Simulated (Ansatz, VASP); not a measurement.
Li2HfN2: VASP beside Ansatz

Contents of INCAR:

```
SYSTEM = Li2HfN2
PREC = Accurate
ENCUT = 750
EDIFF = 1E-6
ISMEAR = 0
SIGMA = 0.05
LREAL = .FALSE.
LASPH = .TRUE.
NELM = 120
ALGO = Normal
ISIF = 2
LWAVE = .FALSE.
LCHARG = .TRUE.
LELF = .TRUE.
LVHAR = .TRUE.
NBANDS = 21
GGA_COMPAT = .FALSE.
```

The input KPOINTS:

```
regular mesh
0
G
  9 9 6
  0 0 0
```

The input POSCAR:

```
Li2HfN2
1.0
    3.3666057914      0.0000000000      0.0000000000
   -1.6833028957      2.9155661399      0.0000000000
    0.0000000000      0.0000000000      5.4235951800
Li Hf N
2 1 2
Direct
    0.6666666667      0.3333333333      0.3827885700
    0.3333333333      0.6666666667      0.6172114300
    0.0000000000      0.0000000000      0.0000000000
    0.6666666667      0.3333333333      0.7793848600
    0.3333333333      0.6666666667      0.2206151400
```

Input for Ansatz:

```yaml
crystal:
  lattice:
    - [3.3666057914, 0.0, 0.0]
    - [-1.6833028957, 2.9155661399, 0.0]
    - [0.0, 0.0, 5.42359518]
  atoms:
    - { symbol: Li, position: [0.6666666667, 0.3333333333, 0.38278857] }
    - { symbol: Li, position: [0.3333333333, 0.6666666667, 0.61721143] }
    - { symbol: Hf, position: [0.0, 0.0, 0.0] }
    - { symbol: "N", position: [0.6666666667, 0.3333333333, 0.77938486] }
    - { symbol: "N", position: [0.3333333333, 0.6666666667, 0.22061514] }
basis:
  ecutwfc: 420
kpoints:
  mp_grid: { grid: [9, 9, 6] }
hamiltonian:
  xc: lda
scf:
  occupations: { method: gaussian, width: 0.05 }
output:
  forces: true
  stress: true
  eigenvalues: true
```

Change from the starting cell: strain +0.040 along x and y, +0.000 along z, atoms carried along.

Alike in both runs: task single point; functional LDA; k mesh 9 × 9 × 6; occupations gaussian, width 0.05 eV; no spin polarisation.

|  | VASP | Ansatz |
| --- | --- | --- |
| version | VASP 6.6.1 | Ansatz 0.2.0 |
| potentials or method | VASP PAW LDA potentials, release 64 (Li_sv, Hf_pv, N), cutoff 750 eV | scalar-relativistic, plane waves, PAW |
| valence electrons in the cell | 26 | 42 |

```tsv
	VASP	Ansatz	Ansatz less VASP
gap on the k mesh at the Fermi level (eV)	1.90	1.88	-0.024
least direct gap on the mesh (eV)	2.64	2.63	-0.010
pressure (GPa)	-18.7	-17.9	+0.84
traceless stress, the component that is largest in VASP (GPa)	7.38	7.28	-0.099
rms of the force components (eV/Å)	0.228	0.199	-0.0284
```

LDA's correlation is that of Perdew and Zunger in VASP and of Perdew and Wang (1992) in Ansatz. Atom by atom the forces differ by 0.028 eV/Å (rms over components). VASP's potentials hold 26 valence electrons a cell and Ansatz's 42, so a difference there can come from the potentials and not from the codes.

Neither program's run includes spin-orbit coupling.
